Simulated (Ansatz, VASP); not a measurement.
Two plane-wave programs on MgS

The input INCAR:

```
SYSTEM = MgS
PREC     = Accurate       ! precision mode
ENCUT    = 600            ! plane-wave cutoff, eV
EDIFF    = 1E-6           ! SCF threshold, eV
ISMEAR   = 0              ! smearing method
SIGMA    = 0.001          ! smearing width, eV
LREAL    = .FALSE.        ! projectors in reciprocal space
LASPH    = .TRUE.         ! aspherical terms in the spheres
NELM     = 120            ! most SCF steps
ALGO     = Normal         ! electronic algorithm
ISIF     = 2              ! what is computed and relaxed
LWAVE    = .FALSE.        ! write WAVECAR
LCHARG   = .FALSE.        ! write CHGCAR
GGA      = PE             ! functional
NBANDS   = 11             ! bands
GGA_COMPAT= .FALSE.
```

The input KPOINTS:

```
Automatic mesh
0
G
  6 6 6
  0 0 0
```

The input POSCAR:

```
MgS
1.0
    0.0000000000      2.8308768389      2.8308768389
    2.8308768389      0.0000000000      2.8308768389
    2.8308768389      2.8308768389      0.0000000000
Mg S
1 1
Direct
    0.0000000000      0.0000000000      0.0000000000
    0.2500000000      0.2500000000      0.2500000000
```

Input for Ansatz:

```yaml
crystal:
  lattice:
    - [0.0, 2.8308768389, 2.8308768389]
    - [2.8308768389, 0.0, 2.8308768389]
    - [2.8308768389, 2.8308768389, 0.0]
  atoms:
    - { symbol: Mg, position: [0.0, 0.0, 0.0] }
    - { symbol: S, position: [0.25, 0.25, 0.25] }
kpoints:
  mp_grid: { grid: [6, 6, 6] }
hamiltonian:
  xc: pbe
scf:
  occupations: { method: gaussian, width: 0.001 }
  n_extra_bands: 4
output:
  forces: true
  stress: true
  eigenvalues: true
```

Alike in both runs: task single point; functional PBE; k mesh 6 × 6 × 6; occupations gaussian, width 0.001 eV; no spin polarisation.

```csv
,VASP,Ansatz
version,VASP 6.6.1,Ansatz 0.2.0
potentials or method,"VASP PAW PBE potentials, release 64 (Mg, S)",plane waves
plane-wave cutoff (eV),600,420
valence electrons in the cell,8,16
```

VASP gave:

| Quantity | Value |
| --- | --- |
| gap on the k mesh at the Fermi level (eV) | 3.46 |
| pressure (GPa) | 1.0 |

Problem. Which values does Ansatz return?

Solution. gap on the k mesh at the Fermi level (eV): 3.47; pressure (GPa): 1.1.

With one functional, cell and mesh, what is left measures potentials, basis and numerics. VASP's potentials hold 8 valence electrons a cell and Ansatz's 16, so a difference there can come from the potentials and not from the codes.
